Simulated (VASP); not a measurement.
La2O3, 5 atoms in the cell. The typed cell holds 5 atoms: a = 6.372 Å, b = 6.372 Å, c = 3.287 Å, α = 90.00°, β = 90.00°, γ = 120.00°. 

| Item | Value |
| --- | --- |
| Program | VASP 6.6.1 |
| Task | single point |
| Functional | PBE |
| Potentials or basis | VASP PAW PBE potentials, release 64 (La, O) |
| Cutoff | 520 eV |
| k mesh | 6 × 6 × 8 |
| Occupations | gaussian, width 0.02 eV |
| Spin | no spin polarisation |
| Dipole correction | no |
| Further INCAR settings | ALGO = Normal; EDIFF = 1e-06; NBANDS = 28 |

Potentials or basis: VASP PAW PBE potentials, release 64 (La, O).

The run is started by

```console
$ cat potpaw_PBE.64/La/POTCAR potpaw_PBE.64/O/POTCAR > POTCAR
$ mpirun -np 1 vasp_std > vasp.out
```

Hardware: 1 thread of Intel(R) Xeon(R) 6975P-C (Granite Rapids) (shared host).

How long does it take, and how much memory?

Wall time 67 s on 1 thread of Intel(R) Xeon(R) 6975P-C (Granite Rapids) (shared host), peak memory 0.29 GiB. Counts: scf iterations 16, k points 35.
